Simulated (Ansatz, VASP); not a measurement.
# One calculation of GeBr2, two programs

```
Ge Br
1.0
     5.30380    0.00000    0.00000
    -2.65190    4.59323    0.00000
     0.00000    0.00000   23.80000
Ge Br
1 2
Direct
  0.00000 0.00000 0.29412
  0.33333 0.66667 0.29412
  0.66667 0.33333 0.29412
```

Alike in both runs: functional PBE; k mesh 12 × 12 × 1; occupations gaussian, width 0.1 eV; no spin polarisation.

Ansatz relaxed the structure, and its values are those at the end. VASP's run is a single point on that final structure, the one shown.

|  | VASP | Ansatz |
| --- | --- | --- |
| version | VASP 6.6.1 | Ansatz 0.2.0 |
| potentials or method | VASP PAW PBE potentials, release 64 (Ge_d, Br), cutoff 520 eV | scalar-relativistic, plane waves, PAW |
| valence electrons in the cell | 28 | 28 |

|  | VASP | Ansatz | Ansatz less VASP |
| --- | --- | --- | --- |
| gap on the k mesh at the Fermi level (eV) | 0.05 | 0.05 | 0.000 |
| least direct gap on the mesh (eV) | 0.05 | 0.05 | -0.002 |
